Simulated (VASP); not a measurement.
Tl: single point with LDA

Crystal: Tl.

```xyz
2
Lattice="3.4675 0.0000 0.0000 -1.7337 3.0029 0.0000 0.0000 0.0000 5.5434" Properties=species:S:1:pos:R:3 pbc="T T T"
Tl    0.0000    2.0020    1.3858
Tl    1.7337    1.0010    4.1575
```

This cell differs from its parent crystal: volume scaled by 1.01.

```yaml
Program: VASP 6.6.1
Task: single point
Functional: LDA
Potentials_or_basis: VASP PAW LDA potentials, release 64 (Tl_d)
Cutoff: 520 eV
k_mesh: 11 × 11 × 6
Occupations: fermi-dirac, width 0.05 eV
Spin: no spin polarisation
```

```
Pressure               : -2.0 GPa
Band gap on the k mesh : zero (band 13 reaches 9.64 eV, above the bottom of band 14 at 4.07 eV)
```

Stress tensor (GPa, compression positive):
```
-2.01  0.00  0.00
 0.00 -2.01  0.00
 0.00  0.00 -2.09
```

Levels at points of the mesh, in eV from the Fermi level:
```
           k point  band 10  band 11  band 12  band 13  band 14  band 15  band 16  band 17
(0.00, 0.00, 0.00)   -10.99    -9.95    -5.08    -2.77     7.90     7.90     9.97     9.97
(0.00, 0.00, 0.50)   -11.10    -8.53    -8.53     3.35     3.35     8.87     8.87     8.87
```

Wall time 18 s on 1 thread of Intel(R) Xeon(R) 6975P-C (Granite Rapids), on a shared host, peak memory 0.18 GiB.

Caveat: spin-orbit coupling is left out, which moves the levels of the heavy elements.
